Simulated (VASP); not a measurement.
# TiSi16 (a cell with a defect) in VASP: notebook

TiSi16 (a cell with a defect) is run at these levels: PBE; tasks: single point.

Program: VASP 6.6.1. These are calculated values, not measurements. Logs are shortened: lines on timing, memory, paths and dates and some standing lists are left out, and cuts for length are marked.

### Step 1. The cell of the first run

The cell holds a defect, 17 atoms: a = 7.679 Å, b = 7.679 Å, c = 7.679 Å, α = 60.00°, β = 60.00°, γ = 60.00°.

### Step 2. Single point, PBE

Input file INCAR:

```
SYSTEM = TiSi16
PREC = Accurate
ENCUT = 520
EDIFF = 1E-6
ISMEAR = 0
SIGMA = 0.02
LREAL = Auto
LASPH = .True.
NELM = 80
ALGO = Normal
ISIF = 2
LWAVE = .False.
LCHARG = .False.
GGA = PE
NBANDS = 52
```

Input file KPOINTS:

```
regular mesh
0
Gamma
  2 2 2
  0 0 0
```

Input file POSCAR:

```
TiSi16
1.0
    0.0000000000      5.4300000000      5.4300000000
    5.4300000000      0.0000000000      5.4300000000
    5.4300000000      5.4300000000      0.0000000000
Si Ti
16 1
Direct
   -0.0013500537      0.0050025894      0.0017841370
    0.1321250116      0.1216738756      0.1242616996
   -0.0010248424      0.0010399045      0.4981181430
    0.1224508295      0.1396968274      0.6207366029
   -0.0014675979      0.4943171626      0.0013087052
    0.1204453158      0.6222356513      0.1344563358
   -0.0030770023      0.5024510804      0.4964044491
    0.1216399987      0.6169531131      0.6202675972
    0.5027165937     -0.0024938638      0.0022600189
    0.6249366148      0.1241073779      0.1240653189
    0.5030592226      0.0055118386      0.4976483481
    0.6252682237      0.1215468045      0.6316725014
    0.5027803450      0.4974415813      0.0018820413
    0.6247775282      0.6268031810      0.1239438534
    0.5024281522      0.4939741526      0.4976697900
    0.6351884358      0.6228247955      0.6193023811
    0.2488622246      0.7511678282      0.7478769770
```

Potentials or basis: VASP PAW PBE potentials, release 64 (Si, Ti_sv).

The run is started by

```bash
> cat potpaw_PBE.64/Si/POTCAR potpaw_PBE.64/Ti_sv/POTCAR > POTCAR
> mpirun -np 1 vasp_std > vasp.out
```

OUTCAR:

```text
SYSTEM = TiSi16
   PREC = Accurate
   ENCUT = 520
   EDIFF = 1E-6
   ISMEAR = 0
   LREAL = Auto
   LASPH = .True.
   NELM = 80
   ISIF = 2
   GGA = PE

 ion  position               nearest neighbor table
   1  0.999  0.005  0.002-   2 2.34  10 2.34   4 2.39   6 2.40  17 2.76
   2  0.132  0.122  0.124-   9 2.32   1 2.34   5 2.34   3 2.34
   3  0.999  0.001  0.498-  12 2.34   2 2.34   8 2.41   4 2.41  17 2.71
   4  0.122  0.140  0.621-   7 2.28  11 2.39   1 2.39   3 2.41  17 2.44
   5  0.999  0.494  0.001-   2 2.34  14 2.34   8 2.39   6 2.40  17 2.75
   6  0.120  0.622  0.134-   7 2.27  13 2.40   1 2.40   5 2.40  17 2.42
   7  0.997  0.502  0.496-  16 2.27   6 2.27   4 2.28   8 2.28
   8  0.122  0.617  0.620-   7 2.28  15 2.39   5 2.39   3 2.41  17 2.44
   9  0.503  0.998  0.002-  12 2.32   2 2.32  10 2.32  14 2.32
  10  0.625  0.124  0.124-   9 2.32  13 2.34  11 2.34   1 2.34
  11  0.503  0.006  0.498-  12 2.34  10 2.34   4 2.39  16 2.40  17 2.76
  12  0.625  0.122  0.632-   9 2.32  11 2.34  15 2.34   3 2.34
  13  0.503  0.497  0.002-  10 2.34  14 2.34   6 2.40  16 2.40  17 2.76
  14  0.625  0.627  0.124-   9 2.32  13 2.34  15 2.34   5 2.34
  15  0.502  0.494  0.498-  12 2.34  14 2.34   8 2.39  16 2.40  17 2.76
  16  0.635  0.623  0.619-   7 2.27  13 2.40  11 2.40  15 2.40  17 2.42
  17  0.249  0.751  0.748-  16 2.42   6 2.42   4 2.44   8 2.44   3 2.71   5 2.75  15 2.76   1 2.76
                            13 2.76  11 2.76

  LATTYP: Found a face centered cubic cell.
 ALAT       =    10.8600000000

  Lattice vectors:

 A1 = (   0.0000000000,   5.4300000000,   5.4300000000)
 A2 = (   5.4300000000,   0.0000000000,   5.4300000000)
 A3 = (   5.4300000000,   5.4300000000,   0.0000000000)

Analysis of symmetry for initial positions (statically):
=====================================================================
 Subroutine PRICEL returns:
 Original cell was already a primitive cell.

 Routine SETGRP: Setting up the symmetry group for a
 face centered cubic supercell.

 Subroutine GETGRP returns: Found  1 space group operations
 (whereof  1 operations were pure point group operations)
 out of a pool of 48 trial point group operations.

The static configuration has the point symmetry C_1 .

Analysis of symmetry for dynamics (positions and initial velocities):
=====================================================================
 Subroutine PRICEL returns:
 Original cell was already a primitive cell.

 Routine SETGRP: Setting up the symmetry group for a
 face centered cubic supercell.

 Subroutine GETGRP returns: Found  1 space group operations
 (whereof  1 operations were pure point group operations)
 out of a pool of 48 trial point group operations.

The dynamic configuration has the point symmetry C_1 .

 Subroutine INISYM returns: Found  1 space group operations
 (whereof  1 operations are pure point group operations),
 and found     1 'primitive' translations

----------------------------------------------------------------------------------------

                                     Primitive cell

  volume of cell :     320.2060

  direct lattice vectors                    reciprocal lattice vectors
     0.000000000  5.430000000  5.430000000    -0.092081031  0.092081031  0.092081031
     5.430000000  0.000000000  5.430000000     0.092081031 -0.092081031  0.092081031
     5.430000000  5.430000000  0.000000000     0.092081031  0.092081031 -0.092081031

  length of vectors
     7.679179644  7.679179644  7.679179644     0.159489025  0.159489025  0.159489025

  position of ions in fractional coordinates (direct lattice)
     0.998649946  0.005002589  0.001784137
     0.132125012  0.121673876  0.124261700
     0.998975158  0.001039904  0.498118143
     0.122450830  0.139696827  0.620736603
     0.998532402  0.494317163  0.001308705
     0.120445316  0.622235651  0.134456336
[... 9 lines left out ...]
     0.635188436  0.622824796  0.619302381
     0.248862225  0.751167828  0.747876977

  ion indices of the primitive-cell ions
   primitive index   ion index
                 1           1
                 2           2
                 3           3
                 4           4
                 5           5
                 6           6
[... 9 lines left out ...]
                16          16
                17          17

----------------------------------------------------------------------------------------

 KPOINTS: regular mesh

Automatic generation of k-mesh.
 Grid dimensions read from file:
 generate k-points for:    2    2    2

 Generating k-lattice:

  Cartesian coordinates                     Fractional coordinates (reciprocal lattice)
    -0.046040516  0.046040516  0.046040516     0.500000000  0.000000000  0.000000000
     0.046040516 -0.046040516  0.046040516     0.000000000  0.500000000  0.000000000
     0.046040516  0.046040516 -0.046040516     0.000000000  0.000000000  0.500000000

  Length of vectors
     0.079744512  0.079744512  0.079744512

  Shift w.r.t. Gamma in fractional coordinates (k-lattice)
     0.000000000  0.000000000  0.000000000

 Subroutine IBZKPT returns following result:
 ===========================================

 Found      8 irreducible k-points:

 Following reciprocal coordinates:
            Coordinates               Weight
  0.000000  0.000000  0.000000      1.000000
  0.500000  0.000000  0.000000      1.000000
  0.000000  0.500000  0.000000      1.000000
  0.000000  0.000000  0.500000      1.000000
  0.500000  0.500000  0.500000      1.000000
  0.500000  0.500000  0.000000      1.000000
  0.000000  0.500000  0.500000      1.000000
  0.500000  0.000000  0.500000      1.000000
   k-points           NKPTS =      8   k-points in BZ     NKDIM =      8   number of bands    NBANDS=     52
   number of dos      NEDOS =    301   number of ions     NIONS =     17
   total plane-waves  NPLWV = 216000
   dimension x,y,z NGX =    60 NGY =   60 NGZ =   60
   dimension x,y,z NGXF=   120 NGYF=  120 NGZF=  120
   ions per type =              16   1
   NGX,Y,Z   is equivalent  to a cutoff of  12.99, 12.99, 12.99 a.u.
   NGXF,Y,Z  is equivalent  to a cutoff of  25.98, 25.98, 25.98 a.u.
 SYSTEM =  TiSi16
   PREC   = accura    normal or accurate (medium, high low for compatibility)
   ISTART =      0    job   : 0-new  1-cont  2-samecut
   ICHARG =      2    charge: 1-file 2-atom 10-const
   ISPIN  =      1    spin polarized calculation?
   LNONCOLLINEAR =      F non collinear calculations
   LSORBIT =      F    spin-orbit coupling
   LASPH  =      T    aspherical Exc in radial PAW
   ENCUT  =  520.0 eV  38.22 Ry    6.18 a.u.  14.28 14.28 14.28*2*pi/ulx,y,z
   NELM   =     80;   NELMIN=  2; NELMDL= -5     # of ELM steps
   EDIFF  = 0.1E-05   stopping-criterion for ELM
   LREAL  =      T    real-space projection
   EDIFFG = 0.1E-04   stopping-criterion for IOM
   NSW    =      0    number of steps for IOM
   IBRION =     -1    ionic relax: 0-MD 1-quasi-New 2-CG
   NFREE  =      0    steps in history (QN), initial steepest desc. (CG)
   ISIF   =      2    stress and relaxation
   ISYM   =      2    0-nonsym 1-usesym 2-fastsym
   POTIM  = 0.5000    time-step for ionic-motion
   TEBEG  =    0.0;   TEEND  =   0.0 temperature during run
   PSTRESS=    0.0 pullay stress
   NELECT =      76.0000    total number of electrons
   NUPDOWN=      -1.0000    fix difference up-down
   EMIN   =  10.00;   EMAX   =-10.00  energy-range for DOS
   EFERMI =   0.00;   METHOD = LEGACY
   ISMEAR =     0;   SIGMA  =   0.02  broadening in eV -4-tet -1-fermi 0-gaus
   EFERMI_NEDOS =   21; number of points for ismear=-14 and -15
   IALGO  =     38    algorithm
   IMIX   =      4    mixing-type and parameters
     AMIX     =   0.40;   BMIX     =  1.00
     AMIX_MAG =   1.60;   BMIX_MAG =  1.00
  volume/ion in A,a.u.               =      18.84       127.11
  Fermi-wavevector in a.u.,A,eV,Ry     =   1.013607  1.915439 13.978610  1.027399
  Thomas-Fermi vector in A             =   2.146786
   LORBIT       =      0    0 simple, 1 ext, 2 COOP (PROOUT), +10 PAW based schemes
   GGA     = PE    functional components
   LHFCALC =     F    Hartree Fock is set to
   AEXX    =    0.0000 exact exchange contribution
   IVDW    =     0    specifies the selected vdW correction
   LEPSILON=     F    determine dielectric tensor
   LRPA    =     F    only Hartree local field effects (RPA)
 non-spin polarized calculation
 Gauss-broadening in eV      SIGMA  =   0.02
  energy-cutoff  :      520.00
  volume of cell :      320.21
 maximum number of plane-waves:      8646
 NGX is ok and might be reduce to    60
   NGX = 29   NGY = 29   NGZ = 29

 number of electron      75.9999999 magnetization

 Free energy of the ion-electron system (eV)
  ---------------------------------------------------
  ext. energy  EPLUGINS =         0.00000000
  ---------------------------------------------------
  free energy    TOTEN  =       -92.20397202 eV

  energy without entropy =      -92.20028772  energy(sigma->0) =      -92.20212987

 E-fermi :   6.9159     XC(G=0):  -9.7517

 val. band max:        6.9115604766   @ k =   0.0000   0.0000   0.5000
 cond. band min:       6.9162049387   @ k =   0.5000   0.0000   0.0000
 fundamental gap:      0.0046444622
 Fermi energy:         6.9158915010

 k-point     1 :       0.0000    0.0000    0.0000
  band No.  band energies     occupation
      1     -49.8871      2.00000
      2     -26.2743      2.00000
      3     -26.2574      2.00000
      4     -26.2444      2.00000
      5      -5.7205      2.00000
      6      -3.5130      2.00000
[... 42 lines left out ...]
     49       8.1778      0.00000
     50       8.4685      0.00000

 k-point     2 :       0.5000    0.0000    0.0000
  band No.  band energies     occupation
      1     -49.8871      2.00000
      2     -26.2743      2.00000
      3     -26.2574      2.00000
      4     -26.2444      2.00000
      5      -5.0095      2.00000
      6      -4.8046      2.00000
[... 42 lines left out ...]
     49       9.2963      0.00000
     50       9.8747      0.00000

 k-point     3 :       0.0000    0.5000    0.0000
  band No.  band energies     occupation
      1     -49.8871      2.00000
      2     -26.2743      2.00000
      3     -26.2574      2.00000
      4     -26.2444      2.00000
      5      -5.0137      2.00000
      6      -4.8002      2.00000
[... 42 lines left out ...]
     49       9.2721      0.00000
     50       9.8751      0.00000

 k-point     4 :       0.0000    0.0000    0.5000
  band No.  band energies     occupation
      1     -49.8871      2.00000
      2     -26.2743      2.00000
      3     -26.2574      2.00000
      4     -26.2444      2.00000
      5      -5.0098      2.00000
      6      -4.8045      2.00000
[... 42 lines left out ...]
     49       9.2960      0.00000
     50       9.8754      0.00000

 k-point     5 :       0.5000    0.5000    0.5000
  band No.  band energies     occupation
      1     -49.8871      2.00000
      2     -26.2743      2.00000
      3     -26.2574      2.00000
      4     -26.2444      2.00000
      5      -5.0150      2.00000
      6      -4.7990      2.00000
[... 42 lines left out ...]
     49       9.2679      0.00000
     50       9.8779      0.00000

 k-point     6 :       0.5000    0.5000    0.0000
  band No.  band energies     occupation
      1     -49.8871      2.00000
      2     -26.2743      2.00000
      3     -26.2574      2.00000
      4     -26.2444      2.00000
      5      -4.6950      2.00000
      6      -4.5978      2.00000
[... 42 lines left out ...]
     49       9.8743      0.00000
     50      10.5282      0.00000

 k-point     7 :       0.0000    0.5000    0.5000
  band No.  band energies     occupation
      1     -49.8871      2.00000
      2     -26.2743      2.00000
      3     -26.2574      2.00000
      4     -26.2444      2.00000
      5      -4.6938      2.00000
      6      -4.5992      2.00000
[... 42 lines left out ...]
     49       9.8744      0.00000
     50      10.5302      0.00000

 k-point     8 :       0.5000    0.0000    0.5000
  band No.  band energies     occupation
      1     -49.8871      2.00000
      2     -26.2743      2.00000
      3     -26.2574      2.00000
      4     -26.2444      2.00000
      5      -4.6837      2.00000
      6      -4.6106      2.00000
[... 42 lines left out ...]
     49       9.8818      0.00000
     50      10.5517      0.00000
 [bands above 50 left out]

------------------------ aborting loop because EDIFF is reached ----------------------------------------

  FORCE on cell =-STRESS in cart. coord.  units (eV):
  Direction    XX          YY          ZZ          XY          YZ          ZX
  --------------------------------------------------------------------------------------
  -------------------------------------------------------------------------------------
  Total        7.9334235      8.2400917      7.8997977     -0.0241022      0.0238732      0.2316288
  in kB       39.6955422     41.2299819     39.5272923     -0.1205974      0.1194513      1.1589737
  external PRESSURE =      40.1509388 kB  Pullay stress =       0.0000000 kB

 VOLUME and BASIS-vectors are now :
 -----------------------------------------------------------------------------
  energy-cutoff  :      520.00
  volume of cell :      320.21
      direct lattice vectors                 reciprocal lattice vectors
     0.000000000  5.430000000  5.430000000    -0.092081031  0.092081031  0.092081031
     5.430000000  0.000000000  5.430000000     0.092081031 -0.092081031  0.092081031
     5.430000000  5.430000000  0.000000000     0.092081031  0.092081031 -0.092081031

 POSITION                                       TOTAL-FORCE (eV/Angst)
 -----------------------------------------------------------------------------------
      0.03685      5.43236      5.44983         0.004370     -0.000023      0.001452
      1.33543      1.39218      1.37813        -0.002912     -0.000840      0.001707
      2.71043      8.12922      5.43008         0.005854     -0.000847      0.000415
      4.12915      4.03551      1.42346        -0.002447      0.001881     -0.008425
      2.69125      5.42914      8.10617         0.000314     -0.004032     -0.003337
      4.10884      1.38412      4.03276         0.001496      0.001206      0.003093
[... 9 lines left out ...]
      6.74475      6.81189      6.83101         0.000463      0.003542     -0.005651
      8.13981      5.41229      5.43016        -0.013509     -0.012817      0.001011
 -----------------------------------------------------------------------------------
    total drift:                               -0.015440     -0.010696     -0.002011

  FREE ENERGIE OF THE ION-ELECTRON SYSTEM (eV)
  ---------------------------------------------------
  free  energy   TOTEN  =       -92.2039720191 eV

  energy  without entropy=      -92.2002877226  energy(sigma->0) =      -92.20212987
```

It took 5.7 min on 1 thread of Intel Xeon Platinum 8488C (Sapphire Rapids), shared host; peak memory 0.5 GiB.

Results:

* Free energy: -92.2040 eV
* Pressure: 4.0 GPa
* Largest force: 0.019 eV/Å
* Band gap on the k mesh: zero (bands 38 and 39 overlap by 0.40 eV)

Forces in eV/Å, atoms in the order of the input:
```
Si   0.004  0.000  0.001
Si  -0.003 -0.001  0.002
Si   0.006 -0.001  0.000
Si  -0.002  0.002 -0.008
Si   0.000 -0.004 -0.003
Si   0.001  0.001  0.003
Si   0.000  0.000  0.003
Si   0.004  0.010  0.005
Si  -0.004 -0.001  0.001
Si  -0.007  0.003  0.002
Si   0.005  0.002 -0.004
Si   0.005  0.004 -0.001
Si   0.002 -0.009  0.003
Si   0.001  0.003  0.004
Si   0.000  0.001 -0.004
Si   0.000  0.004 -0.006
Ti  -0.014 -0.013  0.001
```

Caveat: the k points lie up to 0.50 Å⁻¹ apart.

### Step 3. Single point, PBE

Input file INCAR:

```
SYSTEM = TiSi16
  PREC = Accurate
  ENCUT = 520
  EDIFF = 1E-7
  ISMEAR = 0
  SIGMA = 0.02
  LREAL = Auto
  LASPH = .True.
  NELM = 100
  ALGO = Normal
  ISIF = 2
  LWAVE = .False.
  LCHARG = .False.
  GGA = PE
  NBANDS = 52
```

Input file KPOINTS:

```
Automatic mesh
0
Gamma
  2 2 2
  0 0 0
```

Input file POSCAR:

```
TiSi16
1.0
    0.0000000000      5.4300000000      5.4300000000
    5.4300000000      0.0000000000      5.4300000000
    5.4300000000      5.4300000000      0.0000000000
Si Ti
16 1
Direct
    0.0012261430     -0.0015922426      0.0001163254
    0.1237081282      0.1267205814      0.1227128858
   -0.0092081881      0.0023212536      0.5053105067
    0.1232998614      0.1314244992      0.6264379592
    0.0014523223      0.5002680504      0.0004012538
    0.1232849643      0.6277932534      0.1216773027
    0.0009082013      0.5038245996      0.4922538024
    0.1234018007      0.6192769700      0.6266552781
    0.5063070586      0.0018359326     -0.0100623982
    0.6275908684      0.1306347646      0.1226511106
    0.5038482323      0.0083324495      0.5036466473
    0.6290109313      0.1216798095      0.6279822790
    0.4939330949      0.5032765037     -0.0000141706
    0.6277310881      0.6192905481      0.1227717245
    0.5042895781      0.4845912043      0.5036574638
    0.6271662759      0.6237328808      0.6260714887
    0.3771352595      0.8733445019      0.3766052009
```

Potentials or basis: VASP PAW PBE potentials, release 64 (Si, Ti_sv).

The run is started by

```bash
> cat potpaw_PBE.64/Si/POTCAR potpaw_PBE.64/Ti_sv/POTCAR > POTCAR
> mpirun -np 1 vasp_std > vasp.out
```

It took 6.9 min on 1 thread of Intel Xeon Platinum 8488C (Sapphire Rapids), shared host; peak memory 0.49 GiB.

The run converged. Its results:

* Free energy: -92.2044 eV
* Pressure: 4.0 GPa
* Largest force: 0.017 eV/Å
* Band gap on the k mesh: zero (bands 38 and 39 overlap by 0.41 eV)

Forces in eV/Å, atoms in the order of the input:
```
Si  -0.005  0.005 -0.004
Si   0.007 -0.002  0.010
Si  -0.011 -0.003  0.000
Si   0.006 -0.002  0.006
Si   0.000  0.000  0.000
Si  -0.001  0.006 -0.002
Si   0.000 -0.002 -0.004
Si  -0.005  0.004  0.005
Si   0.013 -0.009 -0.006
Si   0.008  0.000 -0.001
Si  -0.012 -0.001 -0.004
Si   0.002  0.006  0.000
Si   0.000 -0.002 -0.001
Si  -0.004  0.006 -0.005
Si   0.009 -0.007  0.000
Si   0.000  0.006  0.001
Ti  -0.007 -0.004  0.005
```

Stress tensor (GPa, compression positive):
```
 3.94 -0.01  0.13
-0.01  4.14  0.01
 0.13  0.01  3.96
```

Levels at points of the mesh, in eV from the Fermi level:
| k point | band 34 | band 35 | band 36 | band 37 | band 38 | band 39 | band 40 | band 41 | band 42 | band 43 |
| --- | --- | --- | --- | --- | --- | --- | --- | --- | --- | --- |
| (0.00, 0.00, 0.00) | -0.98 | -0.97 | -0.97 | -0.42 | -0.39 | -0.36 | -0.12 | -0.05 | 0.26 | 0.86 |
| (0.50, 0.00, 0.00) | -1.96 | -1.35 | -1.35 | -0.27 | 0.00 | 0.07 | 0.45 | 0.48 | 0.84 | 1.23 |
| (0.00, 0.50, 0.00) | -1.95 | -1.36 | -1.34 | -0.25 | 0.04 | 0.07 | 0.45 | 0.46 | 0.80 | 1.25 |
| (0.00, 0.00, 0.50) | -1.96 | -1.35 | -1.35 | -0.27 | 0.00 | 0.07 | 0.45 | 0.47 | 0.85 | 1.23 |
| (0.50, 0.50, 0.50) | -1.95 | -1.36 | -1.34 | -0.25 | 0.05 | 0.07 | 0.45 | 0.46 | 0.80 | 1.25 |
| (0.50, 0.50, 0.00) | -1.99 | -1.99 | -1.86 | -0.68 | -0.02 | 0.57 | 0.59 | 1.12 | 1.35 | 1.73 |
| (0.00, 0.50, 0.50) | -1.99 | -1.99 | -1.86 | -0.68 | -0.03 | 0.57 | 0.58 | 1.12 | 1.35 | 1.73 |
| (0.50, 0.00, 0.50) | -1.98 | -1.98 | -1.88 | -0.70 | -0.02 | 0.57 | 0.62 | 1.11 | 1.33 | 1.76 |

Caveat: the k points lie up to 0.50 Å⁻¹ apart.

[end of part 1 of 2]
